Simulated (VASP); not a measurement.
# KCl (P4/mmm) in VASP: notebook, part 2 of 2

VASP 6.6.1. Earlier steps stand in the parts before.

### Step 3. Single point, PBE (strain +0.000 along x and y, +0.030 along z)

Contents of INCAR:

```
SYSTEM = KCl
PREC = Accurate
ENCUT = 520
EDIFF = 1E-7
ISMEAR = 0
SIGMA = 0.05
LREAL = .False.
LASPH = .True.
NELM = 100
ALGO = Normal
ISIF = 2
LWAVE = .False.
LCHARG = .False.
GGA = PE
NBANDS = 15
```

Contents of KPOINTS:

```
regular mesh
0
Gamma
  6 6 6
  0 0 0
```

Contents of POSCAR:

```
KCl
1.0
    3.8391960000      0.0000000000      0.0000000000
    0.0000000000      3.8391960000      0.0000000000
    0.0000000000      0.0000000000      3.9543718800
K Cl
1 1
Direct
    0.0000000000      0.0000000000      0.0000000000
    0.5000000000      0.5000000000      0.5000000000
```

Potentials or basis: VASP PAW PBE potentials, release 64 (K_sv, Cl).

On the command line:

```console
$ cat potpaw_PBE.64/K_sv/POTCAR potpaw_PBE.64/Cl/POTCAR > POTCAR
$ mpirun -np 1 vasp_std > vasp.out
```

OUTCAR:

```text
SYSTEM = KCl
   PREC = Accurate
   ENCUT = 520
   EDIFF = 1E-7
   ISMEAR = 0
   LREAL = .False.
   LASPH = .True.
   NELM = 100
   ISIF = 2
   GGA = PE

 ion  position               nearest neighbor table
   1  0.000  0.000  0.000-
   2  0.500  0.500  0.500-

  LATTYP: Found a simple tetragonal cell.
 ALAT       =     3.8391960000
 C/A-ratio  =     1.0300000000

  Lattice vectors:

 A1 = (   3.8391960000,   0.0000000000,   0.0000000000)
 A2 = (   0.0000000000,   3.8391960000,   0.0000000000)
 A3 = (   0.0000000000,   0.0000000000,   3.9543718800)

Analysis of symmetry for initial positions (statically):
=====================================================================
 Subroutine PRICEL returns:
 Original cell was already a primitive cell.

 Routine SETGRP: Setting up the symmetry group for a
 simple tetragonal supercell.

 Subroutine GETGRP returns: Found 16 space group operations
 (whereof 16 operations were pure point group operations)
 out of a pool of 16 trial point group operations.

The static configuration has the point symmetry D_4h.

Analysis of symmetry for dynamics (positions and initial velocities):
=====================================================================
 Subroutine PRICEL returns:
 Original cell was already a primitive cell.

 Routine SETGRP: Setting up the symmetry group for a
 simple tetragonal supercell.

 Subroutine GETGRP returns: Found 16 space group operations
 (whereof 16 operations were pure point group operations)
 out of a pool of 16 trial point group operations.

The dynamic configuration has the point symmetry D_4h.

 Subroutine INISYM returns: Found 16 space group operations
 (whereof 16 operations are pure point group operations),
 and found     1 'primitive' translations

----------------------------------------------------------------------------------------

                                     Primitive cell

  volume of cell :      58.2852

[... 118 lines left out ...]
   LRPA    =     F    only Hartree local field effects (RPA)
 non-spin polarized calculation
 Gauss-broadening in eV      SIGMA  =   0.05
  energy-cutoff  :      520.00
  volume of cell :       58.29
 maximum number of plane-waves:      1584
 NGX is ok and might be reduce to    30
   NGX = 15   NGY = 15   NGZ = 15

 number of electron      16.0000002 magnetization

 Free energy of the ion-electron system (eV)
  ---------------------------------------------------
  ext. energy  EPLUGINS =         0.00000000
  ---------------------------------------------------
  free energy    TOTEN  =        -6.64821833 eV

  energy without entropy =       -6.64821833  energy(sigma->0) =       -6.64821833

 E-fermi :  -0.5904     XC(G=0):  -7.9445

 val. band max:       -0.9274846259   @ k =   0.5000   0.0000   0.5000
 cond. band min:       3.6953636163   @ k =   0.0000   0.0000   0.0000
 fundamental gap:      4.6228482421
 Fermi energy:        -0.5903718935

 k-point     1 :       0.0000    0.0000    0.0000
  band No.  band energies     occupation
      1     -29.0965      2.00000
      2     -13.4839      2.00000
      3     -12.4929      2.00000
      4     -12.4846      2.00000
      5     -12.4846      2.00000
      6      -1.2654      2.00000
      7      -1.1162      2.00000
      8      -1.1162      2.00000
      9       3.6954      0.00000
     10       5.5677      0.00000
     11       5.6703      0.00000
     12       9.5219      0.00000
     13       9.5219      0.00000
     14       9.7049      0.00000
[... 401 lines left out ...]
      2     -13.3866      2.00000
      3     -12.6084      2.00000
      4     -12.5826      2.00000
      5     -12.4436      2.00000
      6      -2.2814      2.00000
      7      -1.9059      2.00000
      8      -0.9725      2.00000
      9       5.5380      0.00000
     10       6.4931      0.00000
     11       8.2642      0.00000
     12       8.3683      0.00000
     13       8.7847      0.00000
     14       9.5000      0.00000
     15      11.0491      0.00000

 [... further k-points ...]

------------------------ aborting loop because EDIFF is reached ----------------------------------------

  FORCE on cell =-STRESS in cart. coord.  units (eV):
  Direction    XX          YY          ZZ          XY          YZ          ZX
  --------------------------------------------------------------------------------------
  -------------------------------------------------------------------------------------
  Total       -0.0542563     -0.0542563     -0.4995498      0.0000000      0.0000000     -0.0000000
  in kB       -1.4914302     -1.4914302    -13.7319205      0.0000000      0.0000000     -0.0000000
  external PRESSURE =      -5.5715936 kB  Pullay stress =       0.0000000 kB

 VOLUME and BASIS-vectors are now :
 -----------------------------------------------------------------------------
  energy-cutoff  :      520.00
  volume of cell :       58.29
      direct lattice vectors                 reciprocal lattice vectors
     3.839196000  0.000000000  0.000000000     0.260471203  0.000000000  0.000000000
     0.000000000  3.839196000  0.000000000     0.000000000  0.260471203  0.000000000
     0.000000000  0.000000000  3.954371880     0.000000000  0.000000000  0.252884663

 POSITION                                       TOTAL-FORCE (eV/Angst)
 -----------------------------------------------------------------------------------
      0.00000      0.00000      0.00000         0.000000      0.000000      0.000000
      1.91960      1.91960      1.97719         0.000000      0.000000      0.000000
 -----------------------------------------------------------------------------------
    total drift:                                0.000000      0.000000     -0.000000

  FREE ENERGIE OF THE ION-ELECTRON SYSTEM (eV)
  ---------------------------------------------------
  free  energy   TOTEN  =        -6.6482183255 eV

  energy  without entropy=       -6.6482183255  energy(sigma->0) =       -6.64821833
```

It took 23 s on 1 thread of Intel Xeon Platinum 8375C at 2.90GHz (Ice Lake), shared host; peak memory 0.18 GiB.

What came out:

| Item | Value |
| --- | --- |
| Free energy | -6.6482 eV |
| Pressure | -0.6 GPa |
| Band gap on the k mesh | 4.62 eV (least direct gap 4.81 eV) |

Levels at points of the mesh, in eV from the valence-band top:
| k point | band 4 | band 5 | band 6 | band 7 | band 8 | band 9 | band 10 | band 11 | band 12 | band 13 |
| --- | --- | --- | --- | --- | --- | --- | --- | --- | --- | --- |
| (0.00, 0.00, 0.00) | -11.56 | -11.56 | -0.34 | -0.19 | -0.19 | 4.62 | 6.50 | 6.60 | 10.45 | 10.45 |
| (0.50, 0.00, 0.00) | -11.53 | -11.42 | -1.72 | -0.34 | -0.17 | 7.51 | 7.82 | 8.13 | 10.07 | 10.24 |
| (0.50, 0.50, 0.00) | -11.77 | -11.51 | -1.18 | -1.18 | -0.12 | 6.18 | 7.04 | 8.69 | 8.69 | 11.10 |
| (0.00, 0.00, 0.50) | -11.53 | -11.38 | -1.72 | -0.20 | -0.20 | 7.52 | 7.78 | 7.88 | 10.12 | 10.44 |
| (0.50, 0.00, 0.50) | -11.73 | -11.51 | -1.22 | -1.16 | 0.00 | 6.08 | 7.27 | 8.90 | 9.00 | 10.93 |
| (0.50, 0.50, 0.50) | -11.73 | -11.68 | -1.30 | -1.30 | -1.25 | 8.62 | 8.69 | 8.69 | 9.54 | 9.78 |

Caveat: the cell differs from its parent crystal (strain +0.000 along x and y, +0.030 along z).

### Step 4. Single point, PBE (strain +0.030 along x and y, -0.030 along z)

Contents of INCAR:

```
PREC = Accurate
ENCUT = 520
EDIFF = 1E-6
ISMEAR = 0
SIGMA = 0.05
LREAL = F
LASPH = T
NELM = 80
ALGO = Normal
ISIF = 2
LWAVE = F
LCHARG = F
GGA = PE
NBANDS = 15
```

Contents of KPOINTS:

```
regular mesh
0
Gamma
  6 6 6
```

Contents of POSCAR:

```
KCl
1.0
    3.9543718800      0.0000000000      0.0000000000
    0.0000000000      3.9543718800      0.0000000000
    0.0000000000      0.0000000000      3.7240201200
K Cl
1 1
Direct
    0.0000000000      0.0000000000      0.0000000000
    0.5000000000      0.5000000000      0.5000000000
```

Potentials or basis: VASP PAW PBE potentials, release 64 (K_sv, Cl).

On the command line:

```console
$ cat potpaw_PBE.64/K_sv/POTCAR potpaw_PBE.64/Cl/POTCAR > POTCAR
$ mpirun -np 1 vasp_std > vasp.out
```

OUTCAR:

```text
PREC = Accurate
   ENCUT = 520
   EDIFF = 1E-6
   ISMEAR = 0
   LREAL = F
   LASPH = T
   NELM = 80
   ISIF = 2
   GGA = PE

 ion  position               nearest neighbor table
   1  0.000  0.000  0.000-
   2  0.500  0.500  0.500-

  LATTYP: Found a simple tetragonal cell.
 ALAT       =     3.9543718800
 C/A-ratio  =     0.9417475728

  Lattice vectors:

 A1 = (   3.9543718800,   0.0000000000,   0.0000000000)
 A2 = (   0.0000000000,   3.9543718800,   0.0000000000)
 A3 = (   0.0000000000,   0.0000000000,   3.7240201200)

Analysis of symmetry for initial positions (statically):
=====================================================================
 Subroutine PRICEL returns:
 Original cell was already a primitive cell.

 Routine SETGRP: Setting up the symmetry group for a
 simple tetragonal supercell.

 Subroutine GETGRP returns: Found 16 space group operations
 (whereof 16 operations were pure point group operations)
 out of a pool of 16 trial point group operations.

[... 173 lines left out ...]
      2     -13.4739      2.00000
      3     -12.5006      2.00000
      4     -12.5006      2.00000
      5     -12.4767      2.00000
      6      -1.2549      2.00000
      7      -1.2549      2.00000
      8      -0.9355      2.00000
      9       3.6836      0.00000
     10       5.4989      0.00000
     11       5.7607      0.00000
     12       9.3185      0.00000
     13       9.7292      0.00000
     14       9.7292      0.00000
[... 401 lines left out ...]
      2     -13.3599      2.00000
      3     -12.6922      2.00000
      4     -12.5260      2.00000
      5     -12.4524      2.00000
      6      -2.1944      2.00000
      7      -1.9039      2.00000
      8      -1.0964      2.00000
      9       5.6847      0.00000
     10       6.2971      0.00000
     11       8.0045      0.00000
     12       8.2118      0.00000
     13       8.6485      0.00000
     14       9.8740      0.00000
     15      10.8161      0.00000

 [... further k-points ...]

------------------------ aborting loop because EDIFF is reached ----------------------------------------

  FORCE on cell =-STRESS in cart. coord.  units (eV):
  Direction    XX          YY          ZZ          XY          YZ          ZX
  --------------------------------------------------------------------------------------
  -------------------------------------------------------------------------------------
  Total       -0.4980349     -0.4980349      0.4159962      0.0000000     -0.0000000      0.0000000
  in kB      -13.7026113    -13.7026113     11.4454513      0.0000000     -0.0000000      0.0000000
  external PRESSURE =      -5.3199238 kB  Pullay stress =       0.0000000 kB

 VOLUME and BASIS-vectors are now :
 -----------------------------------------------------------------------------
  energy-cutoff  :      520.00
  volume of cell :       58.23
      direct lattice vectors                 reciprocal lattice vectors
     3.954371880  0.000000000  0.000000000     0.252884663  0.000000000  0.000000000
     0.000000000  3.954371880  0.000000000     0.000000000  0.252884663  0.000000000
     0.000000000  0.000000000  3.724020120     0.000000000  0.000000000  0.268527013

 POSITION                                       TOTAL-FORCE (eV/Angst)
 -----------------------------------------------------------------------------------
      0.00000      0.00000      0.00000         0.000000      0.000000      0.000000
      1.97719      1.97719      1.86201         0.000000      0.000000      0.000000
 -----------------------------------------------------------------------------------
    total drift:                                0.000000      0.000000     -0.000000

  FREE ENERGIE OF THE ION-ELECTRON SYSTEM (eV)
  ---------------------------------------------------
  free  energy   TOTEN  =        -6.6345543252 eV

  energy  without entropy=       -6.6345543252  energy(sigma->0) =       -6.63455433
```

OSZICAR:

```text
N       E                     dE             d eps       ncg     rms          rms(c)
DAV:   1     0.100776583170E+03    0.10078E+03   -0.71606E+03  1200   0.962E+02
DAV:   2    -0.835147428007E+00   -0.10161E+03   -0.94600E+02  1597   0.240E+02
DAV:   3    -0.675742521816E+01   -0.59223E+01   -0.58924E+01  1620   0.504E+01
DAV:   4    -0.696225398297E+01   -0.20483E+00   -0.20479E+00  1830   0.871E+00
DAV:   5    -0.696402894627E+01   -0.17750E-02   -0.17749E-02  1704   0.879E-01    0.283E+00
DAV:   6    -0.666932709532E+01    0.29470E+00   -0.32163E-01  1480   0.318E+00    0.232E+00
DAV:   7    -0.663271219878E+01    0.36615E-01   -0.91085E-02  1571   0.194E+00    0.142E+00
DAV:   8    -0.663422992153E+01   -0.15177E-02   -0.18275E-02  1722   0.103E+00    0.220E-01
DAV:   9    -0.663426257515E+01   -0.32654E-04   -0.88705E-04  1600   0.208E-01    0.116E-01
DAV:  10    -0.663455907506E+01   -0.29650E-03   -0.42016E-04  1361   0.160E-01    0.323E-02
DAV:  11    -0.663455231178E+01    0.67633E-05   -0.24597E-05  1706   0.360E-02    0.132E-02
DAV:  12    -0.663455437276E+01   -0.20610E-05   -0.18170E-06  1397   0.973E-03    0.205E-03
DAV:  13    -0.663455432522E+01    0.47549E-07   -0.74288E-08  1244   0.231E-03
   1 F= -.66345543E+01 E0= -.66345543E+01  d E =-.731172E-14
```

stdout:

```text
POSCAR found type information on POSCAR K Cl
 POSCAR found :  2 types and       2 ions
 scaLAPACK will be used
 LDA part: xc-table for (Slater+PW92), standard interpolation
 POSCAR, INCAR and KPOINTS ok, starting setup
 FFT: planning ... GRIDC
 FFT: planning ... GRID_SOFT
 FFT: planning ... GRID
 WAVECAR not read
 entering main loop
```

Run time: 21 s. Hardware: 1 thread of Intel Xeon Platinum 8375C at 2.90GHz (Ice Lake), shared host; peak memory 0.18 GiB.

Results:

```yaml
Free_energy: -6.6346 eV
Pressure: -0.5 GPa
Band_gap_on_the_k_mesh: 4.46 eV (least direct gap 4.62 eV)
```

Stress tensor (GPa, compression positive):
```
-1.37  0.00  0.00
 0.00 -1.37  0.00
 0.00  0.00  1.14
```

Levels at points of the mesh, in eV from the valence-band top:
| k point | band 6 | band 7 | band 8 | band 9 | band 10 | band 11 |
| --- | --- | --- | --- | --- | --- | --- |
| (0.00, 0.00, 0.00) | -0.48 | -0.48 | -0.16 | 4.46 | 6.27 | 6.54 |
| (0.50, 0.00, 0.00) | -1.86 | -0.51 | -0.16 | 7.35 | 7.47 | 7.90 |
| (0.50, 0.50, 0.00) | -1.34 | -1.34 | 0.00 | 5.84 | 7.35 | 9.08 |
| (0.00, 0.00, 0.50) | -1.88 | -0.44 | -0.44 | 7.39 | 7.80 | 8.12 |
| (0.50, 0.00, 0.50) | -1.40 | -1.26 | -0.25 | 6.03 | 6.89 | 8.44 |
| (0.50, 0.50, 0.50) | -1.49 | -1.39 | -1.39 | 8.48 | 8.48 | 8.63 |

Caveat: the cell differs from its parent crystal (strain +0.030 along x and y, -0.030 along z). A k mesh can miss the band edges.

### Step 5. The runs side by side

| cell | gap on the mesh (eV) | pressure (GPa) |
| --- | --- | --- |
| a = 3.897, b = 3.897, c = 3.782 Å, 2 atoms | 4.64 | -0.3 |
| a = 3.839, b = 3.839, c = 3.954 Å, 2 atoms | 4.62 | -0.6 |
| a = 3.954, b = 3.954, c = 3.724 Å, 2 atoms | 4.46 | -0.5 |

Alike in all rows: task single point; level PBE; potentials or basis VASP PAW PBE potentials, release 64 (K_sv, Cl); no spin polarisation; k mesh 6 × 6 × 6; cutoff (eV) 520; smearing gaussian 0.05 eV.

Total energies depend on the potentials used, so only differences within one code and one set of settings carry meaning.
